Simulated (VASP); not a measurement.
# SnO2 (P4_2/mnm) in VASP: notebook

Runs on SnO2. Level: LDA. Tasks: single point.

Everything below comes from runs of VASP 6.6.1. Logs are shortened: lines on timing, memory, paths and dates and some standing lists are left out, and cuts for length are marked.

## (1) The cell of the first run

The structure is tetragonal, space group P4_2/mnm (No. 136). Conventional cell: a = 4.753 Å, b = 4.753 Å, c = 3.197 Å, α = 90.00°, β = 90.00°, γ = 90.00°. Within 2.7 Å of Sn (site symmetry mmm) lie 6 O at 2.05 to 2.06 Å. Within 2.7 Å of O (site symmetry m2m) lie 3 Sn at 2.05 to 2.06 Å and 1 O at 2.61 Å.

## (2) Single point, LDA (volume scaled by 1.01)

File INCAR:

```
SYSTEM = SnO2
ALGO = Normal ; EDIFF = 1E-7
ENCUT = 520 ; GGA = CA
ISIF = 2 ; ISMEAR = -1
LASPH = .True. ; LCHARG = .False.
LREAL = .False. ; LWAVE = .False.
NBANDS = 35 ; NELM = 100
PREC = Accurate ; SIGMA = 0.03
```

File KPOINTS:

```
k-points
0
Gamma
  4 4 6
  0 0 0
```

File POSCAR:

```
SnO2
1.0
    4.7530888199      0.0000000000      0.0000000000
    0.0000000000      4.7530888199      0.0000000000
    0.0000000000      0.0000000000      3.1969861243
Sn O
2 4
Direct
    0.0000000000      0.0000000000      0.0000000000
    0.5000000000      0.5000000000      0.5000000000
    0.3056200000      0.3056200000      0.0000000000
    0.1943800000      0.8056200000      0.5000000000
    0.6943800000      0.6943800000      0.0000000000
    0.8056200000      0.1943800000      0.5000000000
```

Potentials or basis: VASP PAW LDA potentials, release 64 (Sn_d, O).

The run is started by

```bash
> cat potpaw_LDA.64/Sn_d/POTCAR potpaw_LDA.64/O/POTCAR > POTCAR
> mpirun -np 1 vasp_std > vasp.out
```

OUTCAR:

```text
SYSTEM = SnO2
   EDIFF = 1E-7
   ENCUT = 520
   GGA = CA
   ISIF = 2
   ISMEAR = -1
   LASPH = .True.
   LREAL = .False.
   NELM = 100
   PREC = Accurate

 ion  position               nearest neighbor table
   1  0.000  0.000  0.000-   3 2.05   5 2.05   4 2.06   6 2.06   4 2.06   6 2.06   2 3.72   2 3.72
                             2 3.72   2 3.72   2 3.72   2 3.72   2 3.72   2 3.72
   2  0.500  0.500  0.500-   4 2.05   6 2.05   5 2.06   3 2.06   3 2.06   5 2.06   1 3.72   1 3.72
                             1 3.72   1 3.72   1 3.72   1 3.72   1 3.72   1 3.72
   3  0.306  0.306  0.000-   1 2.05   2 2.06   2 2.06
   4  0.194  0.806  0.500-   2 2.05   1 2.06   1 2.06
   5  0.694  0.694  0.000-   1 2.05   2 2.06   2 2.06
   6  0.806  0.194  0.500-   2 2.05   1 2.06   1 2.06

  LATTYP: Found a simple tetragonal cell.
 ALAT       =     4.7530888199
 C/A-ratio  =     0.6726123255

  Lattice vectors:

 A1 = (   4.7530888199,   0.0000000000,   0.0000000000)
 A2 = (   0.0000000000,   4.7530888199,   0.0000000000)
 A3 = (   0.0000000000,   0.0000000000,   3.1969861243)

Analysis of symmetry for initial positions (statically):
=====================================================================
 Subroutine PRICEL returns:
 Original cell was already a primitive cell.

 Routine SETGRP: Setting up the symmetry group for a
 simple tetragonal supercell.

 Subroutine GETGRP returns: Found 16 space group operations
 (whereof  8 operations were pure point group operations)
 out of a pool of 16 trial point group operations.

The static configuration has the point symmetry D_2h.
 The point group associated with its full space group is D_4h.

Analysis of symmetry for dynamics (positions and initial velocities):
=====================================================================
 Subroutine PRICEL returns:
 Original cell was already a primitive cell.

 Routine SETGRP: Setting up the symmetry group for a
 simple tetragonal supercell.

 Subroutine GETGRP returns: Found 16 space group operations
 (whereof  8 operations were pure point group operations)
 out of a pool of 16 trial point group operations.

The dynamic configuration has the point symmetry D_2h.
 The point group associated with its full space group is D_4h.

 Subroutine INISYM returns: Found 16 space group operations
 (whereof  8 operations are pure point group operations),
 and found     1 'primitive' translations

[... 103 lines left out ...]
   EDIFFG = 0.1E-05   stopping-criterion for IOM
   NSW    =      0    number of steps for IOM
   IBRION =     -1    ionic relax: 0-MD 1-quasi-New 2-CG
   NFREE  =      0    steps in history (QN), initial steepest desc. (CG)
   ISIF   =      2    stress and relaxation
   ISYM   =      2    0-nonsym 1-usesym 2-fastsym
   POTIM  = 0.5000    time-step for ionic-motion
   TEBEG  =    0.0;   TEEND  =   0.0 temperature during run
   PSTRESS=    0.0 pullay stress
   NELECT =      52.0000    total number of electrons
   NUPDOWN=      -1.0000    fix difference up-down
   EMIN   =  10.00;   EMAX   =-10.00  energy-range for DOS
   EFERMI =   0.00;   METHOD = LEGACY
   ISMEAR =    -1;   SIGMA  =   0.03  broadening in eV -4-tet -1-fermi 0-gaus
   EFERMI_NEDOS =   21; number of points for ismear=-14 and -15
   IALGO  =     38    algorithm
   IMIX   =      4    mixing-type and parameters
     AMIX     =   0.40;   BMIX     =  1.00
     AMIX_MAG =   1.60;   BMIX_MAG =  1.00
  volume/ion in A,a.u.               =      12.04        81.23
  Fermi-wavevector in a.u.,A,eV,Ry     =   1.467276  2.772749 29.291958  2.152898
  Thomas-Fermi vector in A             =   2.582913
   LORBIT       =      0    0 simple, 1 ext, 2 COOP (PROOUT), +10 PAW based schemes
   GGA     = CA    functional components
   LHFCALC =     F    Hartree Fock is set to
   AEXX    =    0.0000 exact exchange contribution
   IVDW    =     0    specifies the selected vdW correction
   LEPSILON=     F    determine dielectric tensor
   LRPA    =     F    only Hartree local field effects (RPA)
 non-spin polarized calculation
  energy-cutoff  :      520.00
  volume of cell :       72.23
 maximum number of plane-waves:      1992
 NGX is ok and might be reduce to    36
   NGX = 17   NGY = 17   NGZ = 11

 number of electron      51.9999998 magnetization

 Free energy of the ion-electron system (eV)
  ---------------------------------------------------
  ext. energy  EPLUGINS =         0.00000000
  ---------------------------------------------------
  free energy    TOTEN  =       -42.27583864 eV

  energy without entropy =      -42.27583864  energy(sigma->0) =      -42.27583864

 E-fermi :   6.2707     XC(G=0): -11.7512

 val. band max:        5.7577128465   @ k =   0.0000   0.0000   0.0000
 cond. band min:       6.7814552795   @ k =   0.0000   0.0000   0.0000
 fundamental gap:      1.0237424331
 Fermi energy:         6.2706840159

 k-point     1 :       0.0000    0.0000    0.0000
  band No.  band energies     occupation
      1     -15.2419      2.00000
      2     -14.4964      2.00000
      3     -14.2438      2.00000
      4     -14.2223      2.00000
      5     -14.2223      2.00000
      6     -14.1430      2.00000
[... 901 lines left out ...]
     34      16.5515      0.00000
     35      18.5586      0.00000

------------------------ aborting loop because EDIFF is reached ----------------------------------------

  FORCE on cell =-STRESS in cart. coord.  units (eV):
  Direction    XX          YY          ZZ          XY          YZ          ZX
  --------------------------------------------------------------------------------------
  -------------------------------------------------------------------------------------
  Total       -0.9947545     -0.9947545     -0.8063713      0.0000000      0.0000000      0.0000000
  in kB      -22.0665215    -22.0665215    -17.8876389      0.0000000      0.0000000      0.0000000
  external PRESSURE =     -20.6735606 kB  Pullay stress =       0.0000000 kB

 VOLUME and BASIS-vectors are now :
 -----------------------------------------------------------------------------
  energy-cutoff  :      520.00
  volume of cell :       72.23
      direct lattice vectors                 reciprocal lattice vectors
     4.753088820  0.000000000  0.000000000     0.210389504  0.000000000  0.000000000
     0.000000000  4.753088820  0.000000000     0.000000000  0.210389504  0.000000000
     0.000000000  0.000000000  3.196986124     0.000000000  0.000000000  0.312794601

 POSITION                                       TOTAL-FORCE (eV/Angst)
 -----------------------------------------------------------------------------------
      0.00000      0.00000      0.00000        -0.000000     -0.000000     -0.000000
      2.37654      2.37654      1.59849        -0.000000     -0.000000     -0.000000
      1.45264      1.45264      0.00000         0.057975      0.057975      0.000000
      0.92391      3.82918      1.59849        -0.057975      0.057975     -0.000000
      3.30045      3.30045      0.00000        -0.057975     -0.057975     -0.000000
      3.82918      0.92391      1.59849         0.057975     -0.057975     -0.000000
 -----------------------------------------------------------------------------------
    total drift:                                0.000000      0.000000      0.000000

  FREE ENERGIE OF THE ION-ELECTRON SYSTEM (eV)
  ---------------------------------------------------
  free  energy   TOTEN  =       -42.2758386438 eV

  energy  without entropy=      -42.2758386429  energy(sigma->0) =      -42.27583864
```

OSZICAR:

```text
N       E                     dE             d eps       ncg     rms          rms(c)
DAV:   1     0.624640623711E+03    0.62464E+03   -0.25601E+04  1893   0.232E+03
DAV:   2     0.496865853887E+02   -0.57495E+03   -0.54339E+03  1816   0.605E+02
DAV:   3    -0.436005736717E+02   -0.93287E+02   -0.91930E+02  1811   0.206E+02
DAV:   4    -0.482793134383E+02   -0.46787E+01   -0.46460E+01  2145   0.497E+01
DAV:   5    -0.484054033444E+02   -0.12609E+00   -0.12590E+00  2086   0.858E+00    0.157E+01
DAV:   6    -0.423444713413E+02    0.60609E+01   -0.16987E+01  2658   0.640E+01    0.637E+00
DAV:   7    -0.423706011821E+02   -0.26130E-01   -0.19811E+00  1977   0.780E+00    0.317E+00
DAV:   8    -0.422906892505E+02    0.79912E-01   -0.21741E-01  2564   0.412E+00    0.732E-01
DAV:   9    -0.422757110870E+02    0.14978E-01   -0.32721E-02  2783   0.295E+00    0.128E-01
DAV:  10    -0.422758318956E+02   -0.12081E-03   -0.34269E-03  2362   0.502E-01    0.497E-02
DAV:  11    -0.422758379034E+02   -0.60078E-05   -0.15143E-04  2689   0.147E-01    0.203E-02
DAV:  12    -0.422758411483E+02   -0.32449E-05   -0.17323E-05  1967   0.265E-02    0.138E-02
DAV:  13    -0.422758385658E+02    0.25825E-05   -0.90898E-06  2426   0.408E-02    0.170E-03
DAV:  14    -0.422758386438E+02   -0.77957E-07   -0.86245E-07  2323   0.774E-03
   1 F= -.42275839E+02 E0= -.42275839E+02  d E =-.879364E-09
```

Run time: 75 s. Hardware: 1 thread of Intel Xeon 8259CL, shared host; peak memory 0.18 GiB.

Results:

- Free energy: -42.2758 eV
- Pressure: -2.1 GPa
- Largest force: 0.082 eV/Å
- Band gap on the k mesh: 1.02 eV, direct

Forces in eV/Å, atoms in the order of the input:
```
Sn   0.000  0.000  0.000
Sn   0.000  0.000  0.000
O    0.058  0.058  0.000
O   -0.058  0.058  0.000
O   -0.058 -0.058  0.000
O    0.058 -0.058  0.000
```

Stress tensor (GPa, compression positive):
```
-2.21  0.00  0.00
 0.00 -2.21  0.00
 0.00  0.00 -1.79
```

Caveat: spin-orbit coupling is left out, which moves the levels of the heavy elements.

## (3) Single point, LDA (volume scaled by 1.04)

File INCAR:

```
SYSTEM = SnO2
PREC = Accurate
ENCUT = 520
EDIFF = 1E-7
ISMEAR = -1
SIGMA = 0.03
LREAL = .False.
LASPH = .True.
NELM = 60
ALGO = Normal
ISIF = 2
LWAVE = .False.
LCHARG = .False.
NBANDS = 35
```

File KPOINTS:

```
regular mesh
0
Gamma
  4 4 6
  0 0 0
```

POSCAR, as its differences from that of step 2:

```diff
@@ -2,5 +2,5 @@
 1.0
-    4.7530888199      0.0000000000      0.0000000000
-    0.0000000000      4.7530888199      0.0000000000
-    0.0000000000      0.0000000000      3.1969861243
+    4.7996907017      0.0000000000      0.0000000000
+    0.0000000000      4.7996907017      0.0000000000
+    0.0000000000      0.0000000000      3.2283311243
 Sn O
```

Potentials or basis: VASP PAW LDA potentials, release 64 (Sn_d, O).

The run is started by

```bash
> cat potpaw_LDA.64/Sn_d/POTCAR potpaw_LDA.64/O/POTCAR > POTCAR
> mpirun -np 1 vasp_std > vasp.out
```

OUTCAR:

```text
SYSTEM = SnO2
   PREC = Accurate
   ENCUT = 520
   EDIFF = 1E-7
   ISMEAR = -1
   LREAL = .False.
   LASPH = .True.
   NELM = 60
   ISIF = 2

 ion  position               nearest neighbor table
   1  0.000  0.000  0.000-   3 2.07   5 2.07   4 2.08   6 2.08   4 2.08   6 2.08   2 3.76   2 3.76
                             2 3.76   2 3.76   2 3.76   2 3.76   2 3.76   2 3.76
   2  0.500  0.500  0.500-   4 2.07   6 2.07   5 2.08   3 2.08   3 2.08   5 2.08   1 3.76   1 3.76
                             1 3.76   1 3.76   1 3.76   1 3.76   1 3.76   1 3.76
   3  0.306  0.306  0.000-   1 2.07   2 2.08   2 2.08
   4  0.194  0.806  0.500-   2 2.07   1 2.08   1 2.08
   5  0.694  0.694  0.000-   1 2.07   2 2.08   2 2.08
   6  0.806  0.194  0.500-   2 2.07   1 2.08   1 2.08

  LATTYP: Found a simple tetragonal cell.
 ALAT       =     4.7996907017
 C/A-ratio  =     0.6726123254

  Lattice vectors:

 A1 = (   4.7996907017,   0.0000000000,   0.0000000000)
 A2 = (   0.0000000000,   4.7996907017,   0.0000000000)
 A3 = (   0.0000000000,   0.0000000000,   3.2283311243)

[... 183 lines left out ...]
 E-fermi :   5.7631     XC(G=0): -11.5991

 val. band max:        5.4174974254   @ k =   0.0000   0.0000   0.0000
 cond. band min:       6.1087466144   @ k =   0.0000   0.0000   0.0000
 fundamental gap:      0.6912491889
 Fermi energy:         5.7631427284

 k-point     1 :       0.0000    0.0000    0.0000
  band No.  band energies     occupation
      1     -15.5388      2.00000
      2     -14.8587      2.00000
      3     -14.6485      2.00000
      4     -14.6261      2.00000
      5     -14.6261      2.00000
      6     -14.5515      2.00000
[... 901 lines left out ...]
     34      15.8959      0.00000
     35      18.0386      0.00000

------------------------ aborting loop because EDIFF is reached ----------------------------------------

  FORCE on cell =-STRESS in cart. coord.  units (eV):
  Direction    XX          YY          ZZ          XY          YZ          ZX
  --------------------------------------------------------------------------------------
  -------------------------------------------------------------------------------------
  Total       -3.3765905     -3.3765905     -3.9312304      0.0000000      0.0000000      0.0000000
  in kB      -72.7418588    -72.7418588    -84.6904622      0.0000000      0.0000000      0.0000000
  external PRESSURE =     -76.7247266 kB  Pullay stress =       0.0000000 kB

 VOLUME and BASIS-vectors are now :
 -----------------------------------------------------------------------------
  energy-cutoff  :      520.00
  volume of cell :       74.37
      direct lattice vectors                 reciprocal lattice vectors
     4.799690702  0.000000000  0.000000000     0.208346759  0.000000000  0.000000000
     0.000000000  4.799690702  0.000000000     0.000000000  0.208346759  0.000000000
     0.000000000  0.000000000  3.228331124     0.000000000  0.000000000  0.309757569

 POSITION                                       TOTAL-FORCE (eV/Angst)
 -----------------------------------------------------------------------------------
      0.00000      0.00000      0.00000        -0.000000      0.000000      0.000000
      2.39985      2.39985      1.61417        -0.000000      0.000000      0.000000
      1.46688      1.46688      0.00000         0.123731      0.123731     -0.000000
      0.93296      3.86673      1.61417        -0.123731      0.123731      0.000000
      3.33281      3.33281      0.00000        -0.123731     -0.123731      0.000000
      3.86673      0.93296      1.61417         0.123731     -0.123731      0.000000
 -----------------------------------------------------------------------------------
    total drift:                                0.000000      0.000000      0.000000

  FREE ENERGIE OF THE ION-ELECTRON SYSTEM (eV)
  ---------------------------------------------------
  free  energy   TOTEN  =       -42.2126375187 eV

  energy  without entropy=      -42.2126373632  energy(sigma->0) =      -42.21263744
```

Run time: 76 s. Hardware: 1 thread of Intel Xeon 8259CL, shared host; peak memory 0.18 GiB.

Results:

```yaml
Free_energy: -42.2126 eV
Pressure: -7.7 GPa
Largest_force: 0.175 eV/Å
Band_gap_on_the_k_mesh: 0.69 eV, direct
```

Forces in eV/Å, atoms in the order of the input:
```
Sn   0.000  0.000  0.000
Sn   0.000  0.000  0.000
O    0.124  0.124  0.000
O   -0.124  0.124  0.000
O   -0.124 -0.124  0.000
O    0.124 -0.124  0.000
```

Caveat: spin-orbit coupling is left out, which moves the levels of the heavy elements.

## (4) Single point, LDA (volume scaled by 0.96)

INCAR, as its differences from that of step 3:

```diff
@@ -8,3 +8,3 @@
 LASPH = .True.
-NELM = 60
+NELM = 100
 ALGO = Normal
@@ -13,2 +13,3 @@
 LCHARG = .False.
+GGA = CA
 NBANDS = 35
```

KPOINTS is that of step 3.

POSCAR, as its differences from that of step 3:

```diff
@@ -2,5 +2,5 @@
 1.0
-    4.7996907017      0.0000000000      0.0000000000
-    0.0000000000      4.7996907017      0.0000000000
-    0.0000000000      0.0000000000      3.2283311243
+    4.6733239081      0.0000000000      0.0000000000
+    0.0000000000      4.6733239081      0.0000000000
+    0.0000000000      0.0000000000      3.1433352615
 Sn O
```

The run is started by

```bash
> cat potpaw_LDA.64/Sn_d/POTCAR potpaw_LDA.64/O/POTCAR > POTCAR
> mpirun -np 1 vasp_std > vasp.out
```

Wall time 22 s (1 thread of AMD EPYC 9R45 (Zen 5), shared host); peak memory 0.15 GiB.

It converged, with:

```
Free energy            : -42.1910 eV
Pressure               : 9.7 GPa
Largest force          : 0.099 eV/Å
Band gap on the k mesh : 1.63 eV, direct
```

Forces on the atoms (eV/Å):
```
Sn   0.000  0.000  0.000
Sn   0.000  0.000  0.000
O   -0.070 -0.070  0.000
O    0.070 -0.070  0.000
O    0.070  0.070  0.000
O   -0.070  0.070  0.000
```

Stress tensor (GPa, compression positive):
```
 8.50  0.00  0.00
 0.00  8.50  0.00
 0.00  0.00 12.24
```

Levels at points of the mesh, in eV from the valence-band top:
| k point | band 23 | band 24 | band 25 | band 26 | band 27 | band 28 | band 29 | band 30 |
| --- | --- | --- | --- | --- | --- | --- | --- | --- |
| (0.00, 0.00, 0.00) | -1.24 | -0.85 | -0.85 | 0.00 | 1.63 | 6.30 | 6.30 | 6.35 |
| (0.50, 0.00, 0.00) | -1.21 | -1.21 | -0.68 | -0.68 | 4.76 | 4.76 | 7.08 | 7.08 |
| (0.50, 0.50, 0.00) | -1.33 | -1.33 | -0.96 | -0.96 | 5.18 | 5.18 | 7.61 | 7.61 |
| (0.00, 0.00, 0.50) | -1.83 | -1.83 | -1.34 | -1.34 | 6.51 | 6.51 | 9.79 | 9.79 |
| (0.50, 0.00, 0.50) | -1.21 | -1.21 | -0.69 | -0.69 | 6.80 | 6.80 | 8.18 | 8.18 |
| (0.50, 0.50, 0.50) | -1.03 | -1.03 | -0.90 | -0.90 | 5.08 | 5.08 | 8.83 | 8.83 |

Caveat: spin-orbit coupling is left out, which moves the levels of the heavy elements.

## (5) Overview

```tsv
cell	gap on the mesh (eV)	pressure (GPa)	largest force (eV/Å)
a = 4.753, b = 4.753, c = 3.197 Å, 6 atoms	1.02	-2.1	0.08
a = 4.800, b = 4.800, c = 3.228 Å, 6 atoms	0.69	-7.7	0.17
a = 4.673, b = 4.673, c = 3.143 Å, 6 atoms	1.63	9.7	0.10
```

Alike in all rows: task single point; level LDA; potentials or basis VASP PAW LDA potentials, release 64 (Sn_d, O); no spin polarisation; k mesh 4 × 4 × 6; cutoff (eV) 520; smearing fermi-dirac 0.03 eV.

Caveats: spin-orbit coupling is left out, which moves the levels of the heavy elements.

Total energies depend on the potentials used, so only differences within one code and one set of settings carry meaning.
